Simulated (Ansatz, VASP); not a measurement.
**HC4 in VASP and in Ansatz**

```
C H
1.0
     4.93130    0.00000    0.00000
    -2.46565    4.27064    0.00000
     0.00000    0.00000   18.00003
C H
8 2
Cartesian
  1.2328 0.7118 4.0000
  0.0000 2.8471 4.0000
  3.6985 0.7118 4.0000
  2.4657 2.8471 4.0000
  0.0000 1.4235 4.0000
  -1.2328 3.5589 4.0000
  2.4657 1.4235 4.0000
  1.2328 3.5589 4.0000
  0.7733 0.7118 6.0500
  1.6923 0.7118 6.0500
```

Alike in both runs: task single point; functional PBE; dispersion D3(BJ); k mesh 6 × 6 × 1; occupations gaussian, width 0.1 eV; no spin polarisation.

|  | VASP | Ansatz |
| --- | --- | --- |
| version | VASP 6.6.1 | Ansatz 0.2.0 |
| potentials or method | VASP PAW PBE potentials, release 64 (C, H), cutoff 520 eV | scalar-relativistic, plane waves, PAW |
| valence electrons in the cell | 34 | 34 |

```tsv
	VASP	Ansatz	Ansatz less VASP
gap on the k mesh at the Fermi level (eV)	0.11	0.11	0.000
least direct gap on the mesh (eV)	0.11	0.11	0.000
rms of the force components (eV/Å)	0.948	0.948	+0.0001
```

Atom by atom the forces differ by 0.000 eV/Å (rms over components).
